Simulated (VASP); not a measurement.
Runs of VASP 6.6.1 on Ti2BeAlB. The structure is that of space group P3m1 (No. 156), or close to it. The cells are those of the table. 

| task | spin | cell | k mesh | cutoff (eV) | gap on the mesh (eV) | pressure (GPa) | relaxed volume (Å³/atom) | largest force (eV/Å) |
| --- | --- | --- | --- | --- | --- | --- | --- | --- |
| single point | off | a = 2.845, b = 2.845, c = 9.718 Å, angles 90.0, 90.0, 120.0°, 5 atoms | 18 × 18 × 4 | 520 | none | -0.1 | - | 0.01 |
| single point | off | a = 2.841, b = 2.841, c = 9.727 Å, angles 90.0, 90.0, 120.0°, 5 atoms | 6 × 6 × 2 | 520 | none | 0.0 | - | 0.01 |
| single point | off | a = 2.810, b = 2.810, c = 9.856 Å, angles 90.0, 90.0, 120.0°, 5 atoms | 6 × 6 × 2 | 520 | none | -0.9 | - | 1.03 |
| relaxation of cell and atoms | off | relaxed from a = 2.841, b = 2.841, c = 9.727 Å, angles 90.0, 90.0, 120.0°, 5 atoms | 18 × 18 × 4 | 600 | none | 0.0 | (b) | 0.01 |
| single point | collinear, ferromagnetic start | a = 2.841, b = 2.841, c = 9.727 Å, angles 90.0, 90.0, 120.0°, 5 atoms | 6 × 6 × 2 | 520 | none | 0.1 | - | 0.05 |
| relaxation of cell and atoms | off | relaxed from a = 2.810, b = 2.810, c = 9.856 Å, angles 90.0, 90.0, 120.0°, 5 atoms | 6 × 6 × 2 | 600 | none | 0.1 | (a) | 0.02 |

Alike in all rows: level PBE; potentials or basis VASP PAW PBE potentials, release 64 (Ti_sv, Be, Al, B); smearing gaussian 0.1 eV.

Q: Estimate the missing entries.

A: (a) 13.59; (b) 13.62.

Caveats: some runs use coarse meshes; forces of over 1 eV/Å act on the atoms, so gaps and moduli don't describe the material at rest (some runs).

A gap of «none» marks levels without a gap at the run's occupations.
